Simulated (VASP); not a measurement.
Runs of VASP 6.6.1 on AlNi. The structure is that of space group Pm-3m (No. 221), or close to it. The cells are those of the table. 

| level | potentials or basis | cell | k mesh | cutoff (eV) | smearing | gap on the mesh (eV) | pressure (GPa) |
| --- | --- | --- | --- | --- | --- | --- | --- |
| LDA | VASP PAW LDA potentials, release 64 (Al, Ni) | a = 2.894, b = 2.894, c = 2.890 Å, 2 atoms | 20 × 20 × 18 | 600 | gaussian 0.1 eV | none | -9.9 |
| r2SCAN | VASP PAW PBE potentials, release 64 (Al, Ni) | a = 2.894 Å, 2 atoms | 20 × 20 × 20 | 660 | methfessel-paxton 0.15 eV | none | -5.6 |
| r2SCAN | VASP PAW PBE potentials, release 64 (Al, Ni) | a = 2.894, b = 2.894, c = 2.890 Å, 2 atoms | 20 × 20 × 18 | 660 | gaussian 0.1 eV | none | -5.4 |
| LDA | VASP PAW LDA potentials, release 64 (Al, Ni) | a = 2.894, b = 2.894, c = 2.890 Å, 2 atoms | 20 × 20 × 18 | 520 | gaussian 0.1 eV | none | (a) |

Alike in all rows: task single point; no spin polarisation.

Task: Fill in the values left out.

Result: (a) -10.1.

Caveats: the cell stands under tension; the PAW data sets were made with another functional, which shifts forces and pressure a little (at least some runs).

A gap of «none» marks levels without a gap at the run's occupations.
